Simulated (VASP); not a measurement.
Wanted: the native input for a VASP 6.6.1 run.

```yaml
Task: single point
Functional: PBEsol
Potentials_or_basis: VASP PAW PBE potentials, release 64 (Cd, Se)
Cutoff: 520 eV
k_mesh: 6 × 6 × 6
Occupations: gaussian, width 0.01 eV
Spin: no spin polarisation
Dipole_correction: no
Further_INCAR_settings: ALGO = Normal; EDIFF = 1e-06; NBANDS = 16
```

The structure of CdSe lies in POSCAR:

```
CdSe
1.0
    0.0000000000      3.0413470752      3.0261403398
    3.0413470752      0.0000000000      3.0261403398
    3.0413470752      3.0413470752      0.0000000000
Cd Se
1 1
Direct
    0.0000000000      0.0000000000      0.0000000000
    0.7500000000      0.7500000000      0.7500000000
```

This cell differs from its parent crystal: z stretched by -0.5 %, x and y held.

The input as run:

INCAR

```
PREC = Accurate ; ENCUT = 520
EDIFF = 1E-6 ; ISMEAR = 0
SIGMA = 0.01 ; LREAL = F
LASPH = T ; NELM = 60
ALGO = Normal ; ISIF = 2
LWAVE = F ; LCHARG = F
GGA = PS ; NBANDS = 16
```

KPOINTS

```
regular mesh
0
Gamma
  6 6 6
```

Potentials or basis: VASP PAW PBE potentials, release 64 (Cd, Se).

The run is started by

```bash
$ cat potpaw_PBE.64/Cd/POTCAR potpaw_PBE.64/Se/POTCAR > POTCAR
$ mpirun -np 1 vasp_std > vasp.out
```

Results of the run:

```
Pressure               : 0.6 GPa
Band gap on the k mesh : 0.48 eV, direct
```

Caveat: the cell differs from its parent crystal (z stretched by -0.5 %, x and y held); the PAW data sets were made with another functional, which shifts forces and pressure a little.

It took 19 s on 1 thread of Intel Xeon 6975P-C, with other jobs on the host, peak memory 0.18 GiB.
